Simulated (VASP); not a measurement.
A run of VASP 6.6.1:

File INCAR:

```
SYSTEM = NbSi2
  PREC = Accurate
  ENCUT = 520
  EDIFF = 1E-7
  ISMEAR = -1
  SIGMA = 0.1
  LREAL = .FALSE.
  LASPH = .TRUE.
  NELM = 60
  ALGO = Normal
  ISIF = 2
  LWAVE = .FALSE.
  LCHARG = .FALSE.
  GGA = PE
  IVDW = 12
  NBANDS = 42
```

KPOINTS

```
regular mesh
0
G
  4 4 3
  0 0 0
```

Contents of POSCAR:

```
NbSi2
1.0
    4.8230860000      0.0000000000      0.0000000000
   -2.4115430000      4.1769190000      0.0000000000
    0.0000000000      0.0000000000      6.6289770000
Si Nb
6 3
Direct
    0.1670000000      0.3340000000      0.0000000000
    0.8330000000      0.1670000000      0.6666700000
    0.6660000000      0.8330000000      0.3333300000
    0.8330000000      0.6660000000      0.0000000000
    0.1670000000      0.8330000000      0.6666700000
    0.3340000000      0.1670000000      0.3333300000
    0.5000000000      0.0000000000      0.0000000000
    0.5000000000      0.5000000000      0.6666700000
    0.0000000000      0.5000000000      0.3333300000
```

Potentials or basis: VASP PAW PBE potentials, release 64 (Si, Nb_sv).

Command:

```console
$ cat potpaw_PBE.64/Si/POTCAR potpaw_PBE.64/Nb_sv/POTCAR > POTCAR
$ mpirun -np 1 vasp_std > vasp.out
```

Hardware: 1 thread of Intel(R) Xeon(R) Platinum 8375C CPU @ 2.90GHz (Ice Lake), on a shared host.

Question: Estimate the wall time of this run.

Answer: Wall time 74 s on 1 thread of Intel(R) Xeon(R) Platinum 8375C CPU @ 2.90GHz (Ice Lake) (shared host), peak memory 0.27 GiB. Counts: scf iterations 16, k points 14.
